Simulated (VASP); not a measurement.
# AlN (Fm-3m) in VASP: notebook

AlN is run at these levels: PBE, PBE-based screened hybrid, PBEsol-based screened hybrid; tasks: single point, relaxation of cell and atoms.

All numbers are computed with VASP 6.6.1; they aren't measurements. Logs are shortened: lines on timing, memory, paths and dates and some standing lists are left out, and cuts for length are marked.

### 1 The cell of the first run

Symmetry: Fm-3m, No. 225, cubic system. The conventional cell has a = 4.069 Å, b = 4.069 Å, c = 4.069 Å, α = 90.00°, β = 90.00°, γ = 90.00°. Al (site symmetry m-3m) has 6 N at 2.03 Å within 2.7 Å. N (site symmetry m-3m) has 6 Al at 2.03 Å within 2.7 Å.

### 2 Single point, PBE

The input, INCAR:

```
PREC = Accurate ; ENCUT = 600
EDIFF = 1E-6 ; ISMEAR = 0
SIGMA = 0.020999999999999998 ; LREAL = False
LASPH = True ; NELM = 120
ALGO = Normal ; ISIF = 2
LWAVE = False ; LCHARG = True
GGA = PE ; LELF = True
LVHAR = True ; NBANDS = 11
GGA_COMPAT = False
```

The input, KPOINTS:

```
Automatic mesh
0
Gamma
  11 11 11
```

The input, POSCAR:

```
AlN
1.0
    0.0000000000      2.0345180000      2.0345180000
    2.0345180000      0.0000000000      2.0345180000
    2.0345180000      2.0345180000      0.0000000000
Al N
1 1
Direct
    0.5000000000      0.5000000000      0.5000000000
    0.0000000000      0.0000000000      0.0000000000
```

Potentials or basis: VASP PAW PBE potentials, release 64 (Al, N).

Started as:

```console
> cat potpaw_PBE.64/Al/POTCAR potpaw_PBE.64/N/POTCAR > POTCAR
> mpirun -np 1 vasp_std > vasp.out
```

OUTCAR:

```text
PREC = Accurate
   ENCUT = 600
   EDIFF = 1E-6
   ISMEAR = 0
   LREAL = False
   LASPH = True
   NELM = 120
   ISIF = 2
   GGA = PE

 ion  position               nearest neighbor table
   1  0.500  0.500  0.500-   2 2.03   2 2.03   2 2.03   2 2.03   2 2.03   2 2.03
   2  0.000  0.000  0.000-   1 2.03   1 2.03   1 2.03   1 2.03   1 2.03   1 2.03

  LATTYP: Found a face centered cubic cell.
 ALAT       =     4.0690360000

  Lattice vectors:

 A1 = (   0.0000000000,   2.0345180000,   2.0345180000)
 A2 = (   2.0345180000,   0.0000000000,   2.0345180000)
 A3 = (   2.0345180000,   2.0345180000,   0.0000000000)

Analysis of symmetry for initial positions (statically):
=====================================================================
 Subroutine PRICEL returns:
 Original cell was already a primitive cell.

 Routine SETGRP: Setting up the symmetry group for a
 face centered cubic supercell.

 Subroutine GETGRP returns: Found 48 space group operations
 (whereof 48 operations were pure point group operations)
 out of a pool of 48 trial point group operations.

The static configuration has the point symmetry O_h .

Analysis of symmetry for dynamics (positions and initial velocities):
=====================================================================
 Subroutine PRICEL returns:
 Original cell was already a primitive cell.

 Routine SETGRP: Setting up the symmetry group for a
 face centered cubic supercell.

 Subroutine GETGRP returns: Found 48 space group operations
 (whereof 48 operations were pure point group operations)
 out of a pool of 48 trial point group operations.

The dynamic configuration has the point symmetry O_h .

 Subroutine INISYM returns: Found 48 space group operations
 (whereof 48 operations are pure point group operations),
 and found     1 'primitive' translations

----------------------------------------------------------------------------------------

                                     Primitive cell

  volume of cell :      16.8428

  direct lattice vectors                    reciprocal lattice vectors
     0.000000000  2.034518000  2.034518000    -0.245758455  0.245758455  0.245758455
     2.034518000  0.000000000  2.034518000     0.245758455 -0.245758455  0.245758455
     2.034518000  2.034518000  0.000000000     0.245758455  0.245758455 -0.245758455

  length of vectors
     2.877242948  2.877242948  2.877242948     0.425666130  0.425666130  0.425666130

  position of ions in fractional coordinates (direct lattice)
     0.500000000  0.500000000  0.500000000
     0.000000000  0.000000000  0.000000000

  ion indices of the primitive-cell ions
   primitive index   ion index
                 1           1
                 2           2

----------------------------------------------------------------------------------------

 KPOINTS: Automatic mesh

Automatic generation of k-mesh.
 Grid dimensions read from file:
 generate k-points for:   11   11   11

 Generating k-lattice:

  Cartesian coordinates                     Fractional coordinates (reciprocal lattice)
    -0.022341678  0.022341678  0.022341678     0.090909091  0.000000000  0.000000000
     0.022341678 -0.022341678  0.022341678     0.000000000  0.090909091  0.000000000
     0.022341678  0.022341678 -0.022341678     0.000000000  0.000000000  0.090909091

  Length of vectors
     0.038696921  0.038696921  0.038696921

  Shift w.r.t. Gamma in fractional coordinates (k-lattice)
     0.000000000  0.000000000  0.000000000

 Subroutine IBZKPT returns following result:
 ===========================================

 Found     56 irreducible k-points:

 Following reciprocal coordinates:
            Coordinates               Weight
  0.000000  0.000000  0.000000      1.000000
  0.090909  0.000000  0.000000      8.000000
  0.181818  0.000000  0.000000      8.000000
  0.272727  0.000000  0.000000      8.000000
  0.363636  0.000000  0.000000      8.000000
  0.454545  0.000000  0.000000      8.000000
[... 16 lines left out ...]
 -0.272727  0.181818  0.000000     24.000000
 -0.181818  0.181818  0.000000     12.000000
 [... further k-points ...]
   k-points           NKPTS =     56   k-points in BZ     NKDIM =     56   number of bands    NBANDS=     11
   number of dos      NEDOS =    301   number of ions     NIONS =      2
   total plane-waves  NPLWV =  13824
   dimension x,y,z NGX =    24 NGY =   24 NGZ =   24
   dimension x,y,z NGXF=    48 NGYF=   48 NGZF=   48
   ions per type =               1   1
   NGX,Y,Z   is equivalent  to a cutoff of  13.87, 13.87, 13.87 a.u.
   NGXF,Y,Z  is equivalent  to a cutoff of  27.73, 27.73, 27.73 a.u.
 SYSTEM =  unknown system
   PREC   = accura    normal or accurate (medium, high low for compatibility)
   ISTART =      0    job   : 0-new  1-cont  2-samecut
   ICHARG =      2    charge: 1-file 2-atom 10-const
   ISPIN  =      1    spin polarized calculation?
   LNONCOLLINEAR =      F non collinear calculations
   LSORBIT =      F    spin-orbit coupling
   LASPH  =      T    aspherical Exc in radial PAW
   ENCUT  =  600.0 eV  44.10 Ry    6.64 a.u.   5.75  5.75  5.75*2*pi/ulx,y,z
   NELM   =    120;   NELMIN=  2; NELMDL= -5     # of ELM steps
   EDIFF  = 0.1E-05   stopping-criterion for ELM
   LREAL  =      F    real-space projection
   EDIFFG = 0.1E-04   stopping-criterion for IOM
   NSW    =      0    number of steps for IOM
   IBRION =     -1    ionic relax: 0-MD 1-quasi-New 2-CG
   NFREE  =      0    steps in history (QN), initial steepest desc. (CG)
   ISIF   =      2    stress and relaxation
   ISYM   =      2    0-nonsym 1-usesym 2-fastsym
   POTIM  = 0.5000    time-step for ionic-motion
   TEBEG  =    0.0;   TEEND  =   0.0 temperature during run
   PSTRESS=    0.0 pullay stress
   NELECT =       8.0000    total number of electrons
   NUPDOWN=      -1.0000    fix difference up-down
   EMIN   =  10.00;   EMAX   =-10.00  energy-range for DOS
   EFERMI =   0.00;   METHOD = LEGACY
   ISMEAR =     0;   SIGMA  =   0.02  broadening in eV -4-tet -1-fermi 0-gaus
   EFERMI_NEDOS =   21; number of points for ismear=-14 and -15
   IALGO  =     38    algorithm
   IMIX   =      4    mixing-type and parameters
     AMIX     =   0.40;   BMIX     =  1.00
     AMIX_MAG =   1.60;   BMIX_MAG =  1.00
  volume/ion in A,a.u.               =       8.42        56.83
  Fermi-wavevector in a.u.,A,eV,Ry     =   1.277321  2.413786 22.198561  1.631548
  Thomas-Fermi vector in A             =   2.409927
   LORBIT       =      0    0 simple, 1 ext, 2 COOP (PROOUT), +10 PAW based schemes
   GGA     = PE    functional components
   LHFCALC =     F    Hartree Fock is set to
   AEXX    =    0.0000 exact exchange contribution
   IVDW    =     0    specifies the selected vdW correction
   LEPSILON=     F    determine dielectric tensor
   LRPA    =     F    only Hartree local field effects (RPA)
 non-spin polarized calculation
 Gauss-broadening in eV      SIGMA  =   0.02
  energy-cutoff  :      600.00
  volume of cell :       16.84
 maximum number of plane-waves:       572
   NGX = 11   NGY = 11   NGZ = 11

 number of electron       7.9999999 magnetization

 Free energy of the ion-electron system (eV)
  ---------------------------------------------------
  ext. energy  EPLUGINS =         0.00000000
  ---------------------------------------------------
  free energy    TOTEN  =       -14.54767962 eV

  energy without entropy =      -14.54767962  energy(sigma->0) =      -14.54767962

 E-fermi :   9.9164     XC(G=0): -12.1965

 val. band max:        9.7180361048   @ k =   0.0000   0.0000   0.0000
 cond. band min:      14.2712513935   @ k =   0.4545   0.4545   0.0000
 fundamental gap:      4.5532152888
 Fermi energy:         9.9163975722

 k-point     1 :       0.0000    0.0000    0.0000
  band No.  band energies     occupation
      1      -7.6635      2.00000
      2       9.7180      2.00000
      3       9.7180      2.00000
      4       9.7180      2.00000
      5      15.1246      0.00000
      6      21.8233      0.00000
      7      21.8233      0.00000
      8      21.8233      0.00000
      9      26.9127      0.00000
     10      27.3672      0.00000
     11      27.3672      0.00000

 k-point     2 :       0.0909    0.0000    0.0000
  band No.  band energies     occupation
      1      -7.4968      2.00000
      2       8.8586      2.00000
      3       9.6195      2.00000
      4       9.6195      2.00000
      5      15.6757      0.00000
      6      21.0277      0.00000
      7      22.0690      0.00000
      8      22.0690      0.00000
      9      25.8818      0.00000
     10      25.8818      0.00000
     11      27.7309      0.00000

 k-point     3 :       0.1818    0.0000    0.0000
  band No.  band energies     occupation
      1      -7.0093      2.00000
      2       6.9968      2.00000
      3       9.3717      2.00000
      4       9.3717      2.00000
      5      16.4029      0.00000
      6      20.3510      0.00000
      7      22.3044      0.00000
      8      22.3044      0.00000
      9      25.1072      0.00000
     10      25.1072      0.00000
     11      27.1775      0.00000

 k-point     4 :       0.2727    0.0000    0.0000
  band No.  band energies     occupation
      1      -6.2479      2.00000
      2       4.8982      2.00000
      3       9.0774      2.00000
      4       9.0774      2.00000
      5      16.3545      0.00000
      6      20.9229      0.00000
      7      21.7087      0.00000
      8      21.7087      0.00000
      9      26.1471      0.00000
     10      26.1471      0.00000
     11      26.4196      0.00000

 k-point     5 :       0.3636    0.0000    0.0000
  band No.  band energies     occupation
      1      -5.3355      2.00000
      2       2.9860      2.00000
      3       8.8311      2.00000
      4       8.8311      2.00000
      5      15.9915      0.00000
      6      21.0054      0.00000
      7      21.0054      0.00000
      8      21.9735      0.00000
      9      25.8501      0.00000
     10      28.0719      0.00000
     11      28.0719      0.00000
[... 211 lines left out ...]
 k-point    21 :      -0.4545    0.1818    0.0000
  band No.  band energies     occupation
      1      -4.1348      2.00000
      2       2.1704      2.00000
      3       6.5966      2.00000
      4       8.1673      2.00000
      5      16.9447      0.00000
      6      19.0156      0.00000
      7      21.9420      0.00000
      8      22.1064      0.00000
      9      27.1215      0.00000
     10      29.9377      0.00000
     11      30.3751      0.00000

 k-point    22 :      -0.3636    0.1818    0.0000
  band No.  band energies     occupation
      1      -4.4015      2.00000
      2       2.5991      2.00000
      3       6.3969      2.00000
      4       8.4490      2.00000
      5      17.3703      0.00000
      6      19.1551      0.00000
      7      21.6988      0.00000
      8      21.8384      0.00000
      9      28.0993      0.00000
     10      28.2398      0.00000
     11      29.8220      0.00000

 k-point    23 :      -0.2727    0.1818    0.0000
  band No.  band energies     occupation
      1      -5.1764      2.00000
      2       3.8830      2.00000
      3       6.5547      2.00000
      4       8.8276      2.00000
      5      17.9140      0.00000
      6      19.6492      0.00000
      7      20.6395      0.00000
      8      21.8057      0.00000
      9      25.8273      0.00000
     10      28.9306      0.00000
     11      29.8323      0.00000

 k-point    24 :      -0.1818    0.1818    0.0000
  band No.  band energies     occupation
      1      -6.0012      2.00000
      2       5.2639      2.00000
      3       7.2706      2.00000
      4       9.1942      2.00000
      5      17.9722      0.00000
      6      19.5542      0.00000
      7      20.7382      0.00000
      8      22.2128      0.00000
      9      24.1662      0.00000
     10      28.1862      0.00000
     11      29.6158      0.00000

 [... further k-points ...]
[... 5 lines left out ...]
  --------------------------------------------------------------------------------------
  -------------------------------------------------------------------------------------
  Total       -0.0155705     -0.0155705     -0.0155705     -0.0000000     -0.0000000      0.0000000
  in kB       -1.4811459     -1.4811459     -1.4811459     -0.0000000     -0.0000000      0.0000000
  external PRESSURE =      -1.4811459 kB  Pullay stress =       0.0000000 kB

 VOLUME and BASIS-vectors are now :
 -----------------------------------------------------------------------------
  energy-cutoff  :      600.00
  volume of cell :       16.84
      direct lattice vectors                 reciprocal lattice vectors
     0.000000000  2.034518000  2.034518000    -0.245758455  0.245758455  0.245758455
     2.034518000  0.000000000  2.034518000     0.245758455 -0.245758455  0.245758455
     2.034518000  2.034518000  0.000000000     0.245758455  0.245758455 -0.245758455

 POSITION                                       TOTAL-FORCE (eV/Angst)
 -----------------------------------------------------------------------------------
      2.03452      2.03452      2.03452        -0.000000      0.000000     -0.000000
      0.00000      0.00000      0.00000         0.000000     -0.000000      0.000000
 -----------------------------------------------------------------------------------
    total drift:                                0.000000     -0.000000     -0.000000

  FREE ENERGIE OF THE ION-ELECTRON SYSTEM (eV)
  ---------------------------------------------------
  free  energy   TOTEN  =       -14.5476796227 eV

  energy  without entropy=      -14.5476796227  energy(sigma->0) =      -14.54767962
```

Wall time 7.5 s (1 thread of Intel Xeon Platinum 8488C (Sapphire Rapids), shared host); peak memory 0.14 GiB.

What came out:

```yaml
Free_energy: -14.5477 eV
Pressure: -0.1 GPa
Band_gap_on_the_k_mesh: 4.55 eV, indirect (least direct gap 5.41 eV)
```

A k mesh can miss the band edges. A hybrid or GW would open this gap; PBE tends to underestimate it.

### 3 Single point, PBE

The input, INCAR:

```
  PREC = Accurate
  ENCUT = 600
  EDIFF = 1E-6
  ISMEAR = 0
  SIGMA = 0.022
  LREAL = False
  LASPH = True
  NELM = 120
  ALGO = Normal
  ISIF = 2
  LWAVE = False
  LCHARG = False
  GGA = PE
  NBANDS = 11
  GGA_COMPAT = False
```

KPOINTS is that of step 2.

POSCAR is that of step 2.

Potentials or basis: VASP PAW PBE potentials, release 64 (Al, N).

Started as:

```console
> cat potpaw_PBE.64/Al/POTCAR potpaw_PBE.64/N/POTCAR > POTCAR
> mpirun -np 1 vasp_std > vasp.out
```

Wall time 5.7 s (1 thread of Intel Xeon Platinum 8488C (Sapphire Rapids), shared host); peak memory 0.14 GiB.

Results (log left out):

```
Free energy            : -14.5477 eV
Pressure               : -0.1 GPa
Band gap on the k mesh : 4.55 eV, indirect (least direct gap 5.41 eV)
```

Levels at points of the mesh, in eV from the valence-band top:
| k point | band 1 | band 2 | band 3 | band 4 | band 5 | band 6 | band 7 | band 8 | band 9 |
| --- | --- | --- | --- | --- | --- | --- | --- | --- | --- |
| (0.00, 0.00, 0.00) | -17.38 | 0.00 | 0.00 | 0.00 | 5.41 | 12.11 | 12.11 | 12.11 | 17.19 |

[end of part 1 of 3]
